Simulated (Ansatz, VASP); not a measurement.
Two plane-wave programs on InP

```
In P
1.0
     0.00000    2.93924    2.93924
     2.93924    0.00000    2.93924
     2.93924    2.93924    0.00000
In P
1 1
Cartesian
  0.0000 0.0000 0.0000
  4.4089 4.4089 4.4089
```

Alike in both runs: functional PBEsol; k mesh 10 × 10 × 10; occupations fermi-dirac, width 0.08 eV; no spin polarisation.

Ansatz relaxed the structure, and its values are those at the end. VASP's run is a single point on that final structure, the one shown.

|  | VASP | Ansatz |
| --- | --- | --- |
| version | VASP 6.6.1 | Ansatz 0.2.0 |
| potentials or method | VASP PAW PBE potentials, release 64 (In_d, P) | PAW with Ansatz's default frozen-core files, scalar-relativistic |
| plane-wave cutoff (eV) | 520 | 420 |
| valence electrons in the cell | 18 | 18 |

```tsv
	VASP	Ansatz	Ansatz less VASP
pressure (GPa)	0.0	0.0	+0.02
```

VASP's potentials were made for PBE, not for PBEsol.
